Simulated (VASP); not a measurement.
# Ga (Cmcm) in VASP: settings compared

Aim: see how the results for Ga move with the level of theory and the settings. Levels: LDA, r2SCAN, PBE. Tasks: single point.

All numbers are computed with VASP 6.6.1; they aren't measurements. Logs are shortened: lines on timing, memory, paths and dates and some standing lists are left out, and cuts for length are marked.

## 1. The cell of the first run

It takes space group Cmcm (No. 63, orthorhombic). Conventional cell: a = 2.900 Å, b = 8.130 Å, c = 3.170 Å, α = 90.00°, β = 90.00°, γ = 90.00°. Within 3.5 Å of Ga (site symmetry m2m) lie 10 Ga at 2.68 to 3.17 Å.

## 2. Single point, LDA

INCAR reads:

```
SYSTEM = Ga
PREC     = Accurate       ! precision mode
ENCUT    = 520            ! plane-wave cutoff, eV
EDIFF    = 1E-7           ! SCF threshold, eV
ISMEAR   = -1             ! smearing method
SIGMA    = 0.05           ! smearing width, eV
LREAL    = .FALSE.        ! projectors in reciprocal space
LASPH    = .TRUE.         ! aspherical terms in the spheres
NELM     = 100            ! most SCF steps
ALGO     = Normal         ! electronic algorithm
ISIF     = 2              ! what is computed and relaxed
LWAVE    = .FALSE.        ! write WAVECAR
LCHARG   = .FALSE.        ! write CHGCAR
GGA      = CA             ! functional
NBANDS   = 20             ! bands
```

KPOINTS reads:

```
regular mesh
0
G
  6 6 5
  0 0 0
```

POSCAR reads:

```
Ga
1.0
    1.4500000000     -4.0650000000      0.0000000000
    1.4500000000      4.0650000000      0.0000000000
    0.0000000000      0.0000000000      3.1700000000
Ga
2
Direct
    0.1330000000      0.8670000000      0.7500000000
    0.8670000000      0.1330000000      0.2500000000
```

Potentials or basis: VASP PAW LDA potentials, release 64 (Ga_d).

Launch:

```sh
> cat potpaw_LDA.64/Ga_d/POTCAR > POTCAR
> mpirun -np 1 vasp_std > vasp.out
```

OUTCAR:

```text
SYSTEM = Ga
   PREC = Accurate
   ENCUT = 520
   EDIFF = 1E-7
   ISMEAR = -1
   LREAL = .FALSE.
   LASPH = .TRUE.
   NELM = 100
   ISIF = 2
   GGA = CA

 ion  position               nearest neighbor table
   1  0.133  0.867  0.750-   2 2.68   2 2.68   2 2.87   2 2.87   2 2.87   2 2.87
   2  0.867  0.133  0.250-   1 2.68   1 2.68   1 2.87   1 2.87   1 2.87   1 2.87

  LATTYP: Found a base centered orthorhombic cell.
 ALAT       =     2.9000000000
 B/A-ratio  =     2.8034482759
 C/A-ratio  =     1.0931034483

  Lattice vectors:

 A1 = (   1.4500000000,  -4.0650000000,   0.0000000000)
 A2 = (   1.4500000000,   4.0650000000,   0.0000000000)
 A3 = (   0.0000000000,   0.0000000000,   3.1700000000)

Analysis of symmetry for initial positions (statically):
=====================================================================
 Subroutine PRICEL returns:
 Original cell was already a primitive cell.

 Routine SETGRP: Setting up the symmetry group for a
 base centered orthorhombic supercell.

 Subroutine GETGRP returns: Found  8 space group operations
 (whereof  4 operations were pure point group operations)
 out of a pool of  8 trial point group operations.

The static configuration has the point symmetry C_2h.
 The point group associated with its full space group is D_2h.

Analysis of symmetry for dynamics (positions and initial velocities):
=====================================================================
 Subroutine PRICEL returns:
 Original cell was already a primitive cell.

 Routine SETGRP: Setting up the symmetry group for a
 base centered orthorhombic supercell.

 Subroutine GETGRP returns: Found  8 space group operations
 (whereof  4 operations were pure point group operations)
 out of a pool of  8 trial point group operations.

The dynamic configuration has the point symmetry C_2h.
 The point group associated with its full space group is D_2h.

 Subroutine INISYM returns: Found  8 space group operations
 (whereof  4 operations are pure point group operations),
 and found     1 'primitive' translations

----------------------------------------------------------------------------------------

                                     Primitive cell

  volume of cell :      37.3695

  direct lattice vectors                    reciprocal lattice vectors
     1.450000000 -4.065000000  0.000000000     0.344827586 -0.123001230  0.000000000
     1.450000000  4.065000000  0.000000000     0.344827586  0.123001230  0.000000000
     0.000000000  0.000000000  3.170000000     0.000000000  0.000000000  0.315457413

  length of vectors
     4.315868974  4.315868974  3.170000000     0.366108409  0.366108409  0.315457413

  position of ions in fractional coordinates (direct lattice)
     0.133000000  0.867000000  0.750000000
     0.867000000  0.133000000  0.250000000

  ion indices of the primitive-cell ions
   primitive index   ion index
                 1           1
                 2           2

----------------------------------------------------------------------------------------

 KPOINTS: regular mesh

Automatic generation of k-mesh.
 Grid dimensions read from file:
 generate k-points for:    6    6    5

 Generating k-lattice:

  Cartesian coordinates                     Fractional coordinates (reciprocal lattice)
     0.057471264 -0.020500205  0.000000000     0.166666667  0.000000000  0.000000000
     0.057471264  0.020500205  0.000000000     0.000000000  0.166666667  0.000000000
     0.000000000  0.000000000  0.063091483     0.000000000  0.000000000  0.200000000

  Length of vectors
     0.061018068  0.061018068  0.063091483

  Shift w.r.t. Gamma in fractional coordinates (k-lattice)
     0.000000000  0.000000000  0.000000000

 Subroutine IBZKPT returns following result:
 ===========================================

 Found     39 irreducible k-points:

 Following reciprocal coordinates:
            Coordinates               Weight
  0.000000  0.000000  0.000000      1.000000
  0.166667  0.000000  0.000000      4.000000
  0.333333  0.000000  0.000000      4.000000
  0.500000  0.000000  0.000000      2.000000
  0.166667  0.166667  0.000000      2.000000
  0.333333  0.166667  0.000000      4.000000
[... 16 lines left out ...]
  0.333333  0.333333  0.200000      4.000000
  0.500000  0.333333  0.200000      8.000000
 [... further k-points ...]
   k-points           NKPTS =     39   k-points in BZ     NKDIM =     39   number of bands    NBANDS=     20
   number of dos      NEDOS =    301   number of ions     NIONS =      2
   total plane-waves  NPLWV =  24576
   dimension x,y,z NGX =    32 NGY =   32 NGZ =   24
   dimension x,y,z NGXF=    64 NGYF=   64 NGZF=   48
   ions per type =               2
   NGX,Y,Z   is equivalent  to a cutoff of  12.33, 12.33, 12.59 a.u.
   NGXF,Y,Z  is equivalent  to a cutoff of  24.65, 24.65, 25.17 a.u.
 SYSTEM =  Ga
   PREC   = accura    normal or accurate (medium, high low for compatibility)
   ISTART =      0    job   : 0-new  1-cont  2-samecut
   ICHARG =      2    charge: 1-file 2-atom 10-const
   ISPIN  =      1    spin polarized calculation?
   LNONCOLLINEAR =      F non collinear calculations
   LSORBIT =      F    spin-orbit coupling
   LASPH  =      T    aspherical Exc in radial PAW
   ENCUT  =  520.0 eV  38.22 Ry    6.18 a.u.   8.02  8.02  5.89*2*pi/ulx,y,z
   NELM   =    100;   NELMIN=  2; NELMDL= -5     # of ELM steps
   EDIFF  = 0.1E-06   stopping-criterion for ELM
   LREAL  =      F    real-space projection
   EDIFFG = 0.1E-05   stopping-criterion for IOM
   NSW    =      0    number of steps for IOM
   IBRION =     -1    ionic relax: 0-MD 1-quasi-New 2-CG
   NFREE  =      0    steps in history (QN), initial steepest desc. (CG)
   ISIF   =      2    stress and relaxation
   ISYM   =      2    0-nonsym 1-usesym 2-fastsym
   POTIM  = 0.5000    time-step for ionic-motion
   TEBEG  =    0.0;   TEEND  =   0.0 temperature during run
   PSTRESS=    0.0 pullay stress
   NELECT =      26.0000    total number of electrons
   NUPDOWN=      -1.0000    fix difference up-down
   EMIN   =  10.00;   EMAX   =-10.00  energy-range for DOS
   EFERMI =   0.00;   METHOD = LEGACY
   ISMEAR =    -1;   SIGMA  =   0.05  broadening in eV -4-tet -1-fermi 0-gaus
   EFERMI_NEDOS =   21; number of points for ismear=-14 and -15
   IALGO  =     38    algorithm
   IMIX   =      4    mixing-type and parameters
     AMIX     =   0.40;   BMIX     =  1.00
     AMIX_MAG =   1.60;   BMIX_MAG =  1.00
  volume/ion in A,a.u.               =      18.68       126.09
  Fermi-wavevector in a.u.,A,eV,Ry     =   1.450641  2.741314 28.631555  2.104360
  Thomas-Fermi vector in A             =   2.568230
   LORBIT       =      0    0 simple, 1 ext, 2 COOP (PROOUT), +10 PAW based schemes
   GGA     = CA    functional components
   LHFCALC =     F    Hartree Fock is set to
   AEXX    =    0.0000 exact exchange contribution
   IVDW    =     0    specifies the selected vdW correction
   LEPSILON=     F    determine dielectric tensor
   LRPA    =     F    only Hartree local field effects (RPA)
 non-spin polarized calculation
  energy-cutoff  :      520.00
  volume of cell :       37.37
 maximum number of plane-waves:      1024
   NGX = 17   NGY = 17   NGZ = 11

 number of electron      26.0000003 magnetization

 Free energy of the ion-electron system (eV)
  ---------------------------------------------------
  ext. energy  EPLUGINS =         0.00000000
  ---------------------------------------------------
  free energy    TOTEN  =        -7.10606672 eV

  energy without entropy =       -7.09972854  energy(sigma->0) =       -7.10289763

 E-fermi :   5.2771     XC(G=0): -11.3298

 val. band max:        5.1723000278   @ k =   0.1667   0.0000   0.4000
 cond. band min:       5.3217225883   @ k =   0.1667   0.1667   0.2000
 fundamental gap:      0.1494225605
 Fermi energy:         5.2771452734

 k-point     1 :       0.0000    0.0000    0.0000
  band No.  band energies     occupation
      1      -9.8768      2.00000
      2      -9.8545      2.00000
      3      -9.7826      2.00000
      4      -9.7676      2.00000
      5      -9.5783      2.00000
      6      -9.5630      2.00000
[... 12 lines left out ...]
     19      16.5235      0.00000
     20      17.2115      0.00000

 k-point     2 :       0.1667    0.0000    0.0000
  band No.  band energies     occupation
      1      -9.8509      2.00000
      2      -9.8380      2.00000
      3      -9.7580      2.00000
      4      -9.6891      2.00000
      5      -9.6044      2.00000
      6      -9.5957      2.00000
[... 12 lines left out ...]
     19      17.5898      0.00000
     20      20.8379      0.00000

 k-point     3 :       0.3333    0.0000    0.0000
  band No.  band energies     occupation
      1      -9.8069      2.00000
      2      -9.8036      2.00000
      3      -9.7191      2.00000
      4      -9.7009      2.00000
      5      -9.6664      2.00000
      6      -9.5632      2.00000
[... 12 lines left out ...]
     19      17.4300      0.00000
     20      18.8628      0.00000

 k-point     4 :       0.5000    0.0000    0.0000
  band No.  band energies     occupation
      1      -9.8005      2.00000
      2      -9.7917      2.00000
      3      -9.7177      2.00000
      4      -9.7085      2.00000
      5      -9.7059      2.00000
      6      -9.5802      2.00000
[... 12 lines left out ...]
     19      16.5380      0.00000
     20      17.1367      0.00000

 k-point     5 :       0.1667    0.1667    0.0000
  band No.  band energies     occupation
      1      -9.8254      2.00000
      2      -9.8112      2.00000
      3      -9.7353      2.00000
      4      -9.6470      2.00000
      5      -9.6352      2.00000
      6      -9.5987      2.00000
[... 12 lines left out ...]
     19      18.3737      0.00000
     20      20.0889      0.00000

 k-point     6 :       0.3333    0.1667    0.0000
  band No.  band energies     occupation
      1      -9.8040      2.00000
      2      -9.7953      2.00000
      3      -9.7571      2.00000
      4      -9.6714      2.00000
      5      -9.6494      2.00000
      6      -9.5922      2.00000
[... 12 lines left out ...]
     19      16.3409      0.00000
     20      17.5990      0.00000

 k-point     7 :       0.5000    0.1667    0.0000
  band No.  band energies     occupation
      1      -9.7920      2.00000
      2      -9.7748      2.00000
      3      -9.7381      2.00000
      4      -9.6838      2.00000
      5      -9.6747      2.00000
      6      -9.6002      2.00000
[... 12 lines left out ...]
     19      15.3672      0.00000
     20      16.8645      0.00000
[... 277 lines left out ...]
 k-point    20 :       0.5000    0.1667    0.2000
  band No.  band energies     occupation
      1      -9.8235      2.00000
      2      -9.7470      2.00000
      3      -9.7322      2.00000
      4      -9.6779      2.00000
      5      -9.6370      2.00000
      6      -9.6225      2.00000
[... 12 lines left out ...]
     19      15.8454      0.00000
     20      18.3682      0.00000

 k-point    21 :      -0.3333    0.1667    0.2000
  band No.  band energies     occupation
      1      -9.8223      2.00000
      2      -9.7831      2.00000
      3      -9.7520      2.00000
      4      -9.6803      2.00000
      5      -9.6290      2.00000
      6      -9.6036      2.00000
[... 12 lines left out ...]
     19      17.6423      0.00000
     20      18.5435      0.00000

 k-point    22 :      -0.1667    0.1667    0.2000
  band No.  band energies     occupation
      1      -9.8601      2.00000
      2      -9.8088      2.00000
      3      -9.7838      2.00000
      4      -9.6906      2.00000
      5      -9.6545      2.00000
      6      -9.5895      2.00000
[... 12 lines left out ...]
     19      16.9753      0.00000
     20      17.1877      0.00000

 k-point    23 :       0.3333    0.3333    0.2000
  band No.  band energies     occupation
      1      -9.7843      2.00000
      2      -9.7661      2.00000
      3      -9.7348      2.00000
      4      -9.6944      2.00000
      5      -9.6616      2.00000
      6      -9.6058      2.00000
[... 12 lines left out ...]
     19      17.6079      0.00000
     20      18.2224      0.00000

 k-point    24 :       0.5000    0.3333    0.2000
  band No.  band energies     occupation
      1      -9.8128      2.00000
      2      -9.7643      2.00000
      3      -9.7139      2.00000
      4      -9.6635      2.00000
      5      -9.6471      2.00000
      6      -9.6265      2.00000
[... 12 lines left out ...]
     19      17.9864      0.00000
     20      19.0157      0.00000

 [... further k-points ...]

------------------------ aborting loop because EDIFF is reached ----------------------------------------

  FORCE on cell =-STRESS in cart. coord.  units (eV):
  Direction    XX          YY          ZZ          XY          YZ          ZX
  --------------------------------------------------------------------------------------
  -------------------------------------------------------------------------------------
  Total       -1.0773136     -1.1378755     -0.2800334      0.0000000      0.0000000      0.0000000
  in kB      -46.1886109    -48.7851353    -12.0061197      0.0000000      0.0000000      0.0000000
  external PRESSURE =     -35.6599553 kB  Pullay stress =       0.0000000 kB

 VOLUME and BASIS-vectors are now :
 -----------------------------------------------------------------------------
  energy-cutoff  :      520.00
  volume of cell :       37.37
      direct lattice vectors                 reciprocal lattice vectors
     1.450000000 -4.065000000  0.000000000     0.344827586 -0.123001230  0.000000000
     1.450000000  4.065000000  0.000000000     0.344827586  0.123001230  0.000000000
     0.000000000  0.000000000  3.170000000     0.000000000  0.000000000  0.315457413

 POSITION                                       TOTAL-FORCE (eV/Angst)
 -----------------------------------------------------------------------------------
      1.45000      2.98371      2.37750         0.000000     -0.141846     -0.000000
      1.45000     -2.98371      0.79250         0.000000      0.141846      0.000000
 -----------------------------------------------------------------------------------
    total drift:                                0.000000      0.000000     -0.000000

  FREE ENERGIE OF THE ION-ELECTRON SYSTEM (eV)
  ---------------------------------------------------
  free  energy   TOTEN  =        -7.1060667187 eV

  energy  without entropy=       -7.0997285368  energy(sigma->0) =       -7.10289763
```

Wall time 7.3 s (1 thread of Intel Xeon 6975P-C (Granite Rapids), shared host); peak memory 0.15 GiB.

Results:

```
Free energy            : -7.1061 eV
Pressure               : -3.6 GPa
Largest force          : 0.142 eV/Å
Band gap on the k mesh : zero (band 13 reaches 10.48 eV, above the bottom of band 14 at 2.61 eV)
```

Forces on the atoms (eV/Å):
```
Ga   0.000 -0.142  0.000
Ga   0.000  0.142  0.000
```

Stress tensor (GPa, compression positive):
```
-4.62  0.00  0.00
 0.00 -4.88  0.00
 0.00  0.00 -1.20
```

Caveat: the k points lie up to 0.40 Å⁻¹ apart.

(Continued in part 2 of 2.)
